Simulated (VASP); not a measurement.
# SnS4 (P1) in VASP: single point with PBE

Aim: the single point of SnS4 with PBE.

Program: VASP 6.6.1. These are calculated values, not measurements. Logs are shortened: lines on timing, memory, paths and dates and some standing lists are left out, and cuts for length are marked.

**1. The cell of the first run**

The typed cell holds 10 atoms: a = 5.604 Å, b = 4.953 Å, c = 10.262 Å, α = 89.96°, β = 89.83°, γ = 90.15°.

**2. Single point, PBE**

The input, INCAR:

```
SYSTEM = SnS4
ALGO     = Normal         ! electronic algorithm
EDIFF    = 1E-6           ! SCF threshold, eV
ENCUT    = 520            ! plane-wave cutoff, eV
GGA      = PE             ! functional
ISIF     = 2              ! what is computed and relaxed
ISMEAR   = 0              ! smearing method
LASPH    = .True.         ! aspherical terms in the spheres
LCHARG   = .False.        ! write CHGCAR
LREAL    = .False.        ! projectors in reciprocal space
LWAVE    = .False.        ! write WAVECAR
NBANDS   = 49             ! bands
NELM     = 100            ! most SCF steps
PREC     = Accurate       ! precision mode
SIGMA    = 0.2            ! smearing width, eV
```

The input, KPOINTS:

```
k-points
0
Gamma
  4 4 2
  0 0 0
```

The input, POSCAR:

```
SnS4
1.0
    0.0066287974      5.6039579910     -0.0080539060
    0.0009532396     -0.0057666157      4.9531614153
   10.2622659558      0.0175058621      0.0052386138
Sn S
2 8
Direct
    0.1020314081     -0.0002541362      0.4997505203
   -0.1022128374      0.0006190602      0.0001001619
    0.1305396372      0.2109378175      0.1777235505
    0.3822586995      0.3646783841      0.5747128482
    0.8678665628      0.2087869739      0.3225824154
    0.6175208619      0.3636370401      0.9248603786
    0.6178343073      0.6352658665      0.0759499005
    0.8698043999      0.7882497223      0.6782241575
    0.3822272748      0.6369031939      0.4236931874
    0.1321296861      0.7911760776      0.8224028796
```

Potentials or basis: VASP PAW PBE potentials, release 64 (Sn_d, S).

Run with:

```
$ cat potpaw_PBE.64/Sn_d/POTCAR potpaw_PBE.64/S/POTCAR > POTCAR
$ mpirun -np 1 vasp_std > vasp.out
```

OUTCAR:

```text
SYSTEM = SnS4
   EDIFF = 1E-6
   ENCUT = 520
   GGA = PE
   ISIF = 2
   ISMEAR = 0
   LASPH = .True.
   LREAL = .False.
   NELM = 100
   PREC = Accurate

 ion  position               nearest neighbor table
   1  0.102  1.000  0.500-   5 2.47   8 2.47   9 2.51   4 2.51
   2  0.898  0.001  0.000-   3 2.47  10 2.47   6 2.51   7 2.51
   3  0.131  0.211  0.178-   5 2.09   2 2.47
   4  0.382  0.365  0.575-   9 2.05   1 2.51
   5  0.868  0.209  0.323-   3 2.09   1 2.47
   6  0.618  0.364  0.925-   7 2.05   2 2.51
   7  0.618  0.635  0.076-   6 2.05   2 2.51
   8  0.870  0.788  0.678-  10 2.09   1 2.47
   9  0.382  0.637  0.424-   4 2.05   1 2.51
  10  0.132  0.791  0.822-   8 2.09   2 2.47

  LATTYP: Found a triclinic cell.
 ALAT       =     7.4695309384
 B/A-ratio  =     0.7502435889
 C/A-ratio  =     1.9102375026
 COS(alpha) =     0.0002711672
 COS(beta)  =     0.4609231294
 COS(gamma) =     0.7485187070

  Lattice vectors:

 A1 = (  -0.0075820370,  -5.5981913753,  -4.9451075093)
 A2 = (  -0.0066287974,  -5.6039579910,   0.0080539060)
 A3 = ( -10.2641724350,  -0.0059726307,  -9.9115614444)

Analysis of symmetry for initial positions (statically):
=====================================================================
 Subroutine PRICEL returns:
 Original cell was already a primitive cell.

 Routine SETGRP: Setting up the symmetry group for a
 triclinic supercell.

 Subroutine GETGRP returns: Found  1 space group operations
 (whereof  1 operations were pure point group operations)
 out of a pool of  2 trial point group operations.

The static configuration has the point symmetry C_1 .

Analysis of symmetry for dynamics (positions and initial velocities):
=====================================================================
 Subroutine PRICEL returns:
 Original cell was already a primitive cell.

 Routine SETGRP: Setting up the symmetry group for a
 triclinic supercell.

 Subroutine GETGRP returns: Found  1 space group operations
 (whereof  1 operations were pure point group operations)
 out of a pool of  2 trial point group operations.

The dynamic configuration has the point symmetry C_1 .

 Subroutine INISYM returns: Found  1 space group operations
 (whereof  1 operations are pure point group operations),
 and found     1 'primitive' translations

----------------------------------------------------------------------------------------

                                     Primitive cell

  volume of cell :     284.8518

  direct lattice vectors                    reciprocal lattice vectors
     0.006628797  5.603957991 -0.008053906    -0.000304508  0.178445965  0.000207811
     0.000953240 -0.005766616  4.953161415    -0.000103555  0.000290277  0.201891618
    10.262265956  0.017505862  0.005238614     0.097444572 -0.000115292 -0.000018888

  length of vectors
     5.603967699  4.953164864 10.262282224     0.178446346  0.201891853  0.097444642

  position of ions in fractional coordinates (direct lattice)
     0.102031408  0.999745864  0.499750520
     0.897787163  0.000619060  0.000100162
     0.130539637  0.210937818  0.177723550
     0.382258699  0.364678384  0.574712848
     0.867866563  0.208786974  0.322582415
     0.617520862  0.363637040  0.924860379
     0.617834307  0.635265866  0.075949900
     0.869804400  0.788249722  0.678224157
     0.382227275  0.636903194  0.423693187
     0.132129686  0.791176078  0.822402880

  ion indices of the primitive-cell ions
   primitive index   ion index
                 1           1
                 2           2
                 3           3
                 4           4
                 5           5
                 6           6
                 7           7
                 8           8
                 9           9
                10          10

----------------------------------------------------------------------------------------

 KPOINTS: k-points

Automatic generation of k-mesh.
 Grid dimensions read from file:
 generate k-points for:    4    4    2

 Generating k-lattice:

  Cartesian coordinates                     Fractional coordinates (reciprocal lattice)
    -0.000076127  0.044611491  0.000051953     0.250000000  0.000000000  0.000000000
    -0.000025889  0.000072569  0.050472905    -0.000000000  0.250000000  0.000000000
     0.048722286 -0.000057646 -0.000009444    -0.000000000  0.000000000  0.500000000

  Length of vectors
     0.044611586  0.050472963  0.048722321

  Shift w.r.t. Gamma in fractional coordinates (k-lattice)
     0.000000000  0.000000000  0.000000000

 Subroutine IBZKPT returns following result:
 ===========================================

 Found     20 irreducible k-points:

 Following reciprocal coordinates:
            Coordinates               Weight
  0.000000  0.000000  0.000000      1.000000
  0.250000  0.000000 -0.000000      2.000000
  0.500000  0.000000 -0.000000      1.000000
  0.000000  0.250000 -0.000000      2.000000
  0.250000  0.250000  0.000000      2.000000
  0.500000  0.250000  0.000000      2.000000
[... 12 lines left out ...]
  0.250000  0.500000  0.500000      2.000000
  0.500000  0.500000  0.500000      1.000000
   k-points           NKPTS =     20   k-points in BZ     NKDIM =     20   number of bands    NBANDS=     49
   number of dos      NEDOS =    301   number of ions     NIONS =     10
   total plane-waves  NPLWV = 134400
   dimension x,y,z NGX =    42 NGY =   40 NGZ =   80
   dimension x,y,z NGXF=    84 NGYF=   80 NGZF=  160
   ions per type =               2   8
   NGX,Y,Z   is equivalent  to a cutoff of  12.46, 13.43, 12.96 a.u.
   NGXF,Y,Z  is equivalent  to a cutoff of  24.92, 26.85, 25.92 a.u.
 SYSTEM =  SnS4
   PREC   = accura    normal or accurate (medium, high low for compatibility)
   ISTART =      0    job   : 0-new  1-cont  2-samecut
   ICHARG =      2    charge: 1-file 2-atom 10-const
   ISPIN  =      1    spin polarized calculation?
   LNONCOLLINEAR =      F non collinear calculations
   LSORBIT =      F    spin-orbit coupling
   LASPH  =      T    aspherical Exc in radial PAW
   ENCUT  =  520.0 eV  38.22 Ry    6.18 a.u.  10.42  9.21 19.08*2*pi/ulx,y,z
   NELM   =    100;   NELMIN=  2; NELMDL= -5     # of ELM steps
   EDIFF  = 0.1E-05   stopping-criterion for ELM
   LREAL  =      F    real-space projection
   EDIFFG = 0.1E-04   stopping-criterion for IOM
   NSW    =      0    number of steps for IOM
   IBRION =     -1    ionic relax: 0-MD 1-quasi-New 2-CG
   NFREE  =      0    steps in history (QN), initial steepest desc. (CG)
   ISIF   =      2    stress and relaxation
   ISYM   =      2    0-nonsym 1-usesym 2-fastsym
   POTIM  = 0.5000    time-step for ionic-motion
   TEBEG  =    0.0;   TEEND  =   0.0 temperature during run
   PSTRESS=    0.0 pullay stress
   NELECT =      76.0000    total number of electrons
   NUPDOWN=      -1.0000    fix difference up-down
   EMIN   =  10.00;   EMAX   =-10.00  energy-range for DOS
   EFERMI =   0.00;   METHOD = LEGACY
   ISMEAR =     0;   SIGMA  =   0.20  broadening in eV -4-tet -1-fermi 0-gaus
   EFERMI_NEDOS =   21; number of points for ismear=-14 and -15
   IALGO  =     38    algorithm
   IMIX   =      4    mixing-type and parameters
     AMIX     =   0.40;   BMIX     =  1.00
     AMIX_MAG =   1.60;   BMIX_MAG =  1.00
  volume/ion in A,a.u.               =      28.49       192.23
  Fermi-wavevector in a.u.,A,eV,Ry     =   1.053917  1.991614 15.112547  1.110741
  Thomas-Fermi vector in A             =   2.189057
   LORBIT       =      0    0 simple, 1 ext, 2 COOP (PROOUT), +10 PAW based schemes
   GGA     = PE    functional components
   LHFCALC =     F    Hartree Fock is set to
   AEXX    =    0.0000 exact exchange contribution
   IVDW    =     0    specifies the selected vdW correction
   LEPSILON=     F    determine dielectric tensor
   LRPA    =     F    only Hartree local field effects (RPA)
 non-spin polarized calculation
 Gauss-broadening in eV      SIGMA  =   0.20
  energy-cutoff  :      520.00
  volume of cell :      284.85
 maximum number of plane-waves:      7696
 NGX is ok and might be reduce to    42
   NGX = 21   NGY = 19   NGZ = 39

 number of electron      75.9999992 magnetization

 Free energy of the ion-electron system (eV)
  ---------------------------------------------------
  ext. energy  EPLUGINS =         0.00000000
  ---------------------------------------------------
  free energy    TOTEN  =       -41.41883910 eV

  energy without entropy =      -41.41883881  energy(sigma->0) =      -41.41883895

 E-fermi :   3.1076     XC(G=0):  -8.1972

 val. band max:        2.4318089705   @ k =   0.0000   0.5000  -0.0000
 cond. band min:       3.7570186921   @ k =   0.0000   0.0000   0.0000
 fundamental gap:      1.3252097216
 Fermi energy:         3.1076228248

 k-point     1 :       0.0000    0.0000    0.0000
  band No.  band energies     occupation
      1     -18.9920      2.00000
      2     -18.9912      2.00000
      3     -18.9878      2.00000
      4     -18.9834      2.00000
      5     -18.9652      2.00000
      6     -18.9637      2.00000
[... 41 lines left out ...]
     48       6.9609      0.00000
     49       7.2268      0.00000

 k-point     2 :       0.2500    0.0000   -0.0000
  band No.  band energies     occupation
      1     -18.9920      2.00000
      2     -18.9913      2.00000
      3     -18.9879      2.00000
      4     -18.9834      2.00000
      5     -18.9653      2.00000
      6     -18.9638      2.00000
[... 41 lines left out ...]
     48       7.1111      0.00000
     49       7.5292      0.00000

 k-point     3 :       0.5000    0.0000   -0.0000
  band No.  band energies     occupation
      1     -18.9920      2.00000
      2     -18.9914      2.00000
      3     -18.9880      2.00000
      4     -18.9834      2.00000
      5     -18.9655      2.00000
      6     -18.9640      2.00000
[... 873 lines left out ...]
     48       6.7618      0.00000
     49       7.4164      0.00000

 k-point    20 :       0.5000    0.5000    0.5000
  band No.  band energies     occupation
      1     -18.9924      2.00000
      2     -18.9914      2.00000
      3     -18.9851      2.00000
      4     -18.9843      2.00000
      5     -18.9712      2.00000
      6     -18.9697      2.00000
[... 41 lines left out ...]
     48       6.8302      0.00000
     49       7.4534      0.00000

------------------------ aborting loop because EDIFF is reached ----------------------------------------

  FORCE on cell =-STRESS in cart. coord.  units (eV):
  Direction    XX          YY          ZZ          XY          YZ          ZX
  --------------------------------------------------------------------------------------
  -------------------------------------------------------------------------------------
  Total       -0.6646709     -0.0850326     -0.3630721     -0.0289811     -0.0108440     -0.0039695
  in kB       -3.7385078     -0.4782743     -2.0421352     -0.1630073     -0.0609932     -0.0223268
  external PRESSURE =      -2.0863058 kB  Pullay stress =       0.0000000 kB

 VOLUME and BASIS-vectors are now :
 -----------------------------------------------------------------------------
  energy-cutoff  :      520.00
  volume of cell :      284.85
      direct lattice vectors                 reciprocal lattice vectors
     0.006628797  5.603957991 -0.008053906    -0.000304508  0.178445965  0.000207811
     0.000953240 -0.005766616  4.953161415    -0.000103555  0.000290277  0.201891618
    10.262265956  0.017505862  0.005238614     0.097444572 -0.000115292 -0.000018888

 POSITION                                       TOTAL-FORCE (eV/Angst)
 -----------------------------------------------------------------------------------
      5.13020      0.57476      4.95370         0.008635      0.011687      0.000567
      0.00698      5.03116     -0.00416        -0.002572     -0.008357     -0.009582
      1.82491      0.73343      1.04469         0.054828     -0.082491     -0.012672
      5.90074      2.15012      1.80624        -0.104583     -0.013542      0.067262
      3.31638      4.86793      1.02886        -0.057009      0.085092     -0.006489
      9.49560      3.47465      1.80102         0.105828      0.013507      0.073784
      0.78412      3.45998      3.14200        -0.106491      0.009943     -0.066178
      6.96663      4.88167      3.90088         0.057199      0.082442      0.018689
      4.35119      2.14573      3.15383         0.104229     -0.010376     -0.075787
      8.44135      0.75028      3.92207        -0.060062     -0.087904      0.010405
 -----------------------------------------------------------------------------------
    total drift:                               -0.000136     -0.000062      0.000011

  FREE ENERGIE OF THE ION-ELECTRON SYSTEM (eV)
  ---------------------------------------------------
  free  energy   TOTEN  =       -41.4188390953 eV

  energy  without entropy=      -41.4188388137  energy(sigma->0) =      -41.41883895
```

It took 3.1 min on 1 thread of AMD EPYC 9R45 (Zen 5), shared host; peak memory 0.43 GiB.

Results:

```
Free energy            : -41.4188 eV
Pressure               : -0.2 GPa
Largest force          : 0.130 eV/Å
Band gap on the k mesh : 1.33 eV, indirect (least direct gap 1.42 eV)
```

Forces on the atoms (eV/Å):
```
Sn   0.009  0.012  0.001
Sn  -0.003 -0.008 -0.010
S    0.055 -0.082 -0.013
S   -0.105 -0.014  0.067
S   -0.057  0.085 -0.006
S    0.106  0.014  0.074
S   -0.106  0.010 -0.066
S    0.057  0.082  0.019
S    0.104 -0.010 -0.076
S   -0.060 -0.088  0.010
```

Caveat: spin-orbit coupling is left out, which moves the levels of the heavy elements. A k mesh can miss the band edges.
